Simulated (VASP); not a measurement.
AgIr2, 3 atoms in the cell. The structure is hexagonal, space group P6/mmm (No. 191). The conventional cell has a = 3.596 Å, b = 3.596 Å, c = 3.883 Å, α = 90.00°, β = 90.00°, γ = 120.00°. Ag (site symmetry 6/mmm) has 12 Ir at 2.84 Å and 6 Ag at 3.60 Å within 3.7 Å. Ir (site symmetry -6m2) has 3 Ir at 2.08 Å within 2.7 Å. 

| Quantity | Value |
| --- | --- |
| Program | VASP 6.6.1 |
| Task | single point |
| Functional | PBE |
| Potentials or basis | VASP PAW PBE potentials, release 64 (Ag, Ir) |
| Cutoff | 520 eV |
| k mesh | 6 × 6 × 6 |
| Occupations | gaussian, width 0.1 eV |
| Spin | no spin polarisation |
| Dipole correction | no |
| Further INCAR settings | ALGO = Normal; EDIFF = 1e-06; NBANDS = 22 |

Potentials or basis: VASP PAW PBE potentials, release 64 (Ag, Ir).

Launch:

```bash
$ cat potpaw_PBE.64/Ag/POTCAR potpaw_PBE.64/Ir/POTCAR > POTCAR
$ mpirun -np 1 vasp_std > vasp.out
```

Hardware: 1 thread of AMD EPYC 7R43 64-Core Processor (Zen 3) (shared host).

Estimate the wall time of this run.

Run time: 27 s on 1 thread of AMD EPYC 7R43 64-Core Processor (Zen 3), with other jobs on the host, peak memory 0.14 GiB. Counts: scf iterations 12, k points 28.
